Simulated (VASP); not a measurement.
Here is a VASP 6.6.1 calculation.

Contents of INCAR:

```
  PREC = Accurate
  ENCUT = 520
  EDIFF = 1E-6
  ISMEAR = 0
  SIGMA = 0.02
  LREAL = False
  LASPH = True
  NELM = 100
  ALGO = Normal
  ISIF = 2
  LWAVE = False
  LCHARG = False
  GGA = PE
  NBANDS = 50
```

File KPOINTS:

```
Automatic mesh
0
Gamma
  6 6 6
```

File POSCAR:

```
Sn3GeO4
1.0
    5.3823315372      0.0000000000      0.0000000000
    0.0000000000      5.3823315372      0.0000000000
    0.0000000000      0.0000000000      4.9673221001
Sn Ge O
3 1 4
Direct
    0.0000000000      0.5000000000      0.2330094687
    0.5000000000      0.0000000000      0.2330094687
    0.5000000000      0.5000000000      0.7568404249
    0.0000000000      0.0000000000      0.7986427261
    0.7546418867      0.2453581133      0.9946244779
    0.2453581133      0.7546418867      0.9946244779
    0.7546418867      0.7546418867      0.9946244779
    0.2453581133      0.2453581133      0.9946244779
```

Potentials or basis: VASP PAW PBE potentials, release 64 (Sn_d, Ge_d, O).

Run with:

```console
$ cat potpaw_PBE.64/Sn_d/POTCAR potpaw_PBE.64/Ge_d/POTCAR potpaw_PBE.64/O/POTCAR > POTCAR
$ mpirun -np 1 vasp_std > vasp.out
```

**Question.** Predict the largest force.

**Answer.** 0.078 eV/Å.

**Question.** What does it give for the pressure?

**Answer.** 0.2 GPa.

**Question.** What does it give for the band gap on the k mesh?

**Answer.** 0.73 eV (least direct gap 0.77 eV).

Forces in eV/Å, atoms in the order of the input:
```
Sn   0.000  0.000  0.078
Sn   0.000  0.000  0.078
Sn   0.000  0.000 -0.072
Ge   0.000  0.000 -0.074
O   -0.003  0.003 -0.002
O    0.003 -0.003 -0.002
O   -0.003 -0.003 -0.002
O    0.003  0.003 -0.002
```

Caveat: spin-orbit coupling is left out, which moves the levels of the heavy elements. A k mesh can miss the band edges.
